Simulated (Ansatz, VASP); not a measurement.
# Co: VASP beside Ansatz

```
CELL_PARAMETERS angstrom
0.00000 2.28585 2.28585
2.28585 0.00000 2.28585
2.28585 2.28585 0.00000
ATOMIC_POSITIONS crystal
Co 0.00000 0.00000 0.00000
Co 0.50000 0.50000 0.50000
```

Alike in both runs: task single point; functional BLYP; k mesh 13 × 13 × 13; occupations fermi-dirac, width 0.05 eV; collinear spin.

|  | VASP | Ansatz |
| --- | --- | --- |
| version | VASP 6.6.1 | Ansatz 0.2.0 |
| potentials or method | VASP PAW PBE potentials, release 64 (Co), cutoff 520 eV | plane waves (420 eV) with PAW, scalar-relativistic |
| valence electrons in the cell | 18 | 34 |

|  | VASP | Ansatz | Ansatz less VASP |
| --- | --- | --- | --- |
| pressure (GPa) | 16.4 | 17.3 | +0.86 |
| net moment per atom (μB) | 1.61 | 1.64 | +0.025 |
| size of the moment on the site where the two differ most (μB) | 1.61 | 1.65 | +0.033 |

VASP's potentials were made for PBE, not for BLYP. Site moments also hang on the region over which each program counts them. With one functional, cell and mesh, what is left measures potentials, basis and numerics. VASP's potentials hold 18 valence electrons a cell and Ansatz's 34, so a difference there can come from the potentials and not from the codes.
